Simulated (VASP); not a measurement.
TiN, 2 atoms in the cell. It takes space group Fm-3m (No. 225, cubic). Conventional cell: a = 4.230 Å, b = 4.230 Å, c = 4.230 Å, α = 90.00°, β = 90.00°, γ = 90.00°. Within 2.8 Å of Ti (site symmetry m-3m) lie 6 N at 2.11 Å. N (site symmetry m-3m) has 6 Ti at 2.11 Å within 2.8 Å.  This cell differs from its parent crystal: volume scaled by 0.99.

| Quantity | Value |
| --- | --- |
| Program | VASP 6.6.1 |
| Task | electric field gradients |
| Functional | PBEsol |
| Potentials or basis | VASP PAW PBE potentials, release 64 (Ti_sv, N) |
| Cutoff | 520 eV |
| k mesh | 17 × 17 × 17 |
| Occupations | fermi-dirac, width 0.05 eV |
| Spin | no spin polarisation |
| Dipole correction | no |
| Further INCAR settings | ALGO = Normal; EDIFF = 1e-08; NBANDS = 16 |

Potentials or basis: VASP PAW PBE potentials, release 64 (Ti_sv, N).

The run is started by

```sh
$ cat potpaw_PBE.64/Ti_sv/POTCAR potpaw_PBE.64/N/POTCAR > POTCAR
$ mpirun -np 1 vasp_std > vasp.out
```

Hardware: 1 thread of AMD EPYC 9R45 96-Core Processor (Zen 5) (shared host).

Task: How long does it take, and how much memory?

Result: Wall time 39 s on 1 thread of AMD EPYC 9R45 96-Core Processor (Zen 5) (shared host), peak memory 0.14 GiB. Counts: scf iterations 17, k points 165.
